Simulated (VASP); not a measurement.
# KBr (I-4m2) in VASP: single point with HSE06

Aim: the single point of KBr with HSE06.

Program: VASP 6.6.1. These are calculated values, not measurements. Logs are shortened: lines on timing, memory, paths and dates and some standing lists are left out, and cuts for length are marked.

## 1. The cell of the first run

The structure is tetragonal, space group I-4m2 (No. 119). Conventional cell: a = 5.433 Å, b = 5.433 Å, c = 6.678 Å, α = 90.00°, β = 90.00°, γ = 90.00°. Within 4.2 Å of K (site symmetry -4m2) lie 4 Br at 3.19 Å. Within 4.2 Å of Br (site symmetry -4m2) lie 4 K at 3.19 Å.

## 2. Single point, HSE06 (epitaxial xy strain +4.2%)

File POSCAR:

```
KBr
1.0
    0.0000000000      3.8417325285      3.3390821501
    3.8417325285      0.0000000000      3.3390821501
    3.8417325285      3.8417325285      0.0000000000
K Br
1 1
Direct
    0.0000000000      0.0000000000      0.0000000000
    0.2500000000      0.2500000000      0.2500000000
```

File INCAR.step1:

```
PREC = Accurate
ENCUT = 520
EDIFF = 1E-5
ISMEAR = 0
SIGMA = 0.01
LREAL = False
LASPH = True
NELM = 100
ALGO = Normal
ISIF = 2
LWAVE = True
LCHARG = False
GGA = PE
NBANDS = 15
```

File INCAR.step2:

```
PREC = Accurate
ENCUT = 520
EDIFF = 1E-7
ISMEAR = 0
SIGMA = 0.01
LREAL = False
LASPH = True
NELM = 100
ALGO = Normal
ISIF = 2
LWAVE = False
LCHARG = False
GGA = PE
LHFCALC = True
HFSCREEN = 0.2079
PRECFOCK = Normal
ISTART = 1
NBANDS = 15
```

File KPOINTS:

```
regular mesh
0
Gamma
  4 4 4
```

Potentials or basis: VASP PAW PBE potentials, release 64 (K_sv, Br).

On the command line:

```bash
> cat potpaw_PBE.64/K_sv/POTCAR potpaw_PBE.64/Br/POTCAR > POTCAR
> cp INCAR.step1 INCAR
> mpirun -np 1 vasp_std > vasp.out
> cp INCAR.step2 INCAR
> mpirun -np 1 vasp_std > vasp.out
```

OUTCAR:

```text
PREC = Accurate
   ENCUT = 520
   EDIFF = 1E-7
   ISMEAR = 0
   LREAL = False
   LASPH = True
   NELM = 100
   ISIF = 2
   GGA = PE
   LHFCALC = True
   HFSCREEN = 0.2079
   PRECFOCK = Normal
   ISTART = 1

 ion  position               nearest neighbor table
   1  0.000  0.000  0.000-   2 3.19   2 3.19   2 3.19   2 3.19
   2  0.250  0.250  0.250-   1 3.19   1 3.19   1 3.19   1 3.19

  LATTYP: Found a body centered tetragonal cell.
 ALAT       =     5.4330302448
 C/A-ratio  =     1.2291785614

  Lattice vectors:

 A1 = (   0.0000000000,  -3.8417325285,  -3.3390821501)
 A2 = (   0.0000000000,   3.8417325285,  -3.3390821501)
 A3 = (   3.8417325285,   0.0000000000,   3.3390821501)

Analysis of symmetry for initial positions (statically):
=====================================================================
 Subroutine PRICEL returns:
 Original cell was already a primitive cell.

 Routine SETGRP: Setting up the symmetry group for a
 body centered tetragonal supercell.

 Subroutine GETGRP returns: Found  8 space group operations
 (whereof  8 operations were pure point group operations)
 out of a pool of 16 trial point group operations.

The static configuration has the point symmetry D_2d.

Analysis of symmetry for dynamics (positions and initial velocities):
=====================================================================
 Subroutine PRICEL returns:
 Original cell was already a primitive cell.

 Routine SETGRP: Setting up the symmetry group for a
 body centered tetragonal supercell.

 Subroutine GETGRP returns: Found  8 space group operations
 (whereof  8 operations were pure point group operations)
 out of a pool of 16 trial point group operations.

The dynamic configuration has the point symmetry D_2d.

 Subroutine INISYM returns: Found  8 space group operations
 (whereof  8 operations are pure point group operations),
 and found     1 'primitive' translations

----------------------------------------------------------------------------------------

                                     Primitive cell

  volume of cell :      98.5624

  direct lattice vectors                    reciprocal lattice vectors
     0.000000000  3.841732529  3.339082150    -0.130149613  0.130149613  0.149741749
     3.841732529  0.000000000  3.339082150     0.130149613 -0.130149613  0.149741749
     3.841732529  3.841732529  0.000000000     0.130149613  0.130149613 -0.149741749

[... 88 lines left out ...]
   IALGO  =     38    algorithm
   IMIX   =      1    mixing-type and parameters
     AMIX     =   0.40;   BMIX     =  1.00
     AMIX_MAG =   1.60;   BMIX_MAG =  1.00
  volume/ion in A,a.u.               =      49.28       332.57
  Fermi-wavevector in a.u.,A,eV,Ry     =   0.893054  1.687627 10.851264  0.797545
  Thomas-Fermi vector in A             =   2.015082
   LORBIT       =      0    0 simple, 1 ext, 2 COOP (PROOUT), +10 PAW based schemes
   GGA     = PE    functional components
   LHFCALC =     T    Hartree Fock is set to
   PRECFOCK=normal    Normal, Fast or Accurate (Low or Medium for compatibility)
   ENCUT4O =  -1.0   cutoff for four orbital integrals eV
   NKREDX  =     1    reduce k-point grid by
   NKREDY  =     1    reduce k-point grid by
   NKREDZ  =     1    reduce k-point grid by
   AEXX    =    0.2500 exact exchange contribution
   HFSCREEN=    0.2079 screening length (either q_TF or 0.3 A-1)
   HFSCREENC=   0.2079 screening length for correlation (either q_TF or 0.3 A-1)
   ENCUTFOCK=  -1.0 apply spherical cutoff to Coloumb kernel
   IVDW    =     0    specifies the selected vdW correction
   LEPSILON=     F    determine dielectric tensor
   LRPA    =     F    only Hartree local field effects (RPA)
 non-spin polarized calculation
 Gauss-broadening in eV      SIGMA  =   0.01
  energy-cutoff  :      520.00
  volume of cell :       98.56
 maximum number of plane-waves:      2668
 NGX is ok and might be reduce to    40
  NGX = 30; NGY = 30; NGZ = 32

 number of electron      15.9999998 magnetization

 Free energy of the ion-electron system (eV)
  ---------------------------------------------------
  ext. energy  EPLUGINS =         0.00000000
  ---------------------------------------------------
  free energy    TOTEN  =        -6.97021943 eV

  energy without entropy =       -6.97021943  energy(sigma->0) =       -6.97021943

 E-fermi :  -3.7753     XC(G=0):  -5.0802

 val. band max:       -3.8890406360   @ k =   0.5000   0.0000   0.0000
 cond. band min:       1.4536294712   @ k =   0.0000   0.0000   0.0000
 fundamental gap:      5.3426701071
 Fermi energy:        -3.7752945574

 k-point     1 :       0.0000    0.0000    0.0000
  band No.  band energies     occupation
      1     -33.8996      2.00000
      2     -16.8274      2.00000
      3     -16.0518      2.00000
      4     -16.0387      2.00000
      5     -16.0387      2.00000
      6      -3.9625      2.00000
      7      -3.9625      2.00000
      8      -3.9148      2.00000
      9       1.4536      0.00000
     10       5.6475      0.00000
     11       6.5238      0.00000
     12       6.9074      0.00000
     13       6.9074      0.00000
     14       7.3951      0.00000
[... 203 lines left out ...]
      2     -17.0755      2.00000
      3     -16.0725      2.00000
      4     -16.0572      2.00000
      5     -15.7229      2.00000
      6      -4.2024      2.00000
      7      -4.1756      2.00000
      8      -3.9515      2.00000
      9       3.6760      0.00000
     10       4.3851      0.00000
     11       6.0120      0.00000
     12       6.4324      0.00000
     13       6.7650      0.00000
     14       7.0210      0.00000
     15       8.2337      0.00000

------------------------ aborting loop because EDIFF is reached ----------------------------------------

  FORCE on cell =-STRESS in cart. coord.  units (eV):
  Direction    XX          YY          ZZ          XY          YZ          ZX
  --------------------------------------------------------------------------------------
  -------------------------------------------------------------------------------------
  Total        0.1464798      0.1464798      0.1131302      0.0000000      0.0000000      0.0000000
  in kB        2.3810971      2.3810971      1.8389835      0.0000000      0.0000000      0.0000000
  external PRESSURE =       2.2003926 kB  Pullay stress =       0.0000000 kB

 VOLUME and BASIS-vectors are now :
 -----------------------------------------------------------------------------
  energy-cutoff  :      520.00
  volume of cell :       98.56
      direct lattice vectors                 reciprocal lattice vectors
     0.000000000  3.841732529  3.339082150    -0.130149613  0.130149613  0.149741749
     3.841732529  0.000000000  3.339082150     0.130149613 -0.130149613  0.149741749
     3.841732529  3.841732529  0.000000000     0.130149613  0.130149613 -0.149741749

 POSITION                                       TOTAL-FORCE (eV/Angst)
 -----------------------------------------------------------------------------------
      0.00000      0.00000      0.00000         0.000000      0.000000     -0.000000
      1.92087      1.92087      1.66954        -0.000000     -0.000000      0.000000
 -----------------------------------------------------------------------------------
    total drift:                                0.000000     -0.000000     -0.000008

  FREE ENERGIE OF THE ION-ELECTRON SYSTEM (eV)
  ---------------------------------------------------
  free  energy   TOTEN  =        -6.9702194267 eV

  energy  without entropy=       -6.9702194267  energy(sigma->0) =       -6.97021943
```

It took 10 min on 1 thread of Intel Xeon 6975P-C (Granite Rapids), shared host; peak memory 0.35 GiB.

Results:

* Free energy: -6.9702 eV
* Pressure: 0.2 GPa
* Band gap on the k mesh: 5.34 eV (least direct gap 5.37 eV)

Caveat: the cell differs from its parent crystal (epitaxial xy strain +4.2%); the PAW data sets were made with another functional, which shifts forces and pressure a little. A k mesh can miss the band edges.
